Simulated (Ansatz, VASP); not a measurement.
# Two plane-wave programs on Sr

Contents of INCAR:

```
  AGGAC = 1.0
  AGGAX = 1.0
  ALDAC = 0.0
  ALDAX = 1.0
  ALGO = Normal
  EDIFF = 1E-7
  ENCUT = 520
  GGA = B5
  ISIF = 2
  ISMEAR = -1
  LASPH = T
  LCHARG = F
  LREAL = F
  LWAVE = F
  NBANDS = 17
  NELM = 80
  PREC = Accurate
  SIGMA = 0.1
```

The input KPOINTS:

```
k-points
0
Gamma
  6 6 6
```

POSCAR

```
Sr
1.0
    0.0000000000      4.8313385502      4.8313385502
    4.8313385502      0.0000000000      4.8313385502
    4.8313385502      4.8313385502      0.0000000000
Sr
2
Direct
    0.1250000000      0.1250000000      0.1250000000
    0.8750000000      0.8750000000      0.8750000000
```

Input for Ansatz:

```yaml
crystal:
  lattice:
    - [0.0, 4.8313385502, 4.8313385502]
    - [4.8313385502, 0.0, 4.8313385502]
    - [4.8313385502, 4.8313385502, 0.0]
  atoms:
    - { symbol: Sr, position: [0.125, 0.125, 0.125] }
    - { symbol: Sr, position: [0.875, 0.875, 0.875] }
hamiltonian:
  xc: blyp
  pseudopotentials:
    kind: paw
    azcp:
      Sr: "pseudopotentials/Sr.paw.azcp"
basis:
  ecutwfc: 420
  fft_grid_basis: typed
kpoints:
  mp_grid: { grid: [6, 6, 6], shift: [0, 0, 0] }
magnetization:
  spin_polarized: false
scf:
  occupations: { method: fermi_dirac, width: 0.1 }
  lower_state_search: "off"
output:
  stress: true
```

Alike in both runs: task single point; functional BLYP; k mesh 6 × 6 × 6; occupations fermi-dirac, width 0.1 eV; no spin polarisation.

|  | VASP | Ansatz |
| --- | --- | --- |
| version | VASP 6.6.1 | Ansatz 0.2.0 |
| potentials or method | VASP PAW PBE potentials, release 64 (Sr_sv), cutoff 520 eV | plane waves (420 eV) with PAW, scalar-relativistic |
| valence electrons in the cell | 20 | 20 |

|  | VASP | Ansatz | Ansatz less VASP |
| --- | --- | --- | --- |
| pressure (GPa) | 0.4 | 0.4 | 0.00 |

VASP's potentials were made for PBE, not for BLYP.
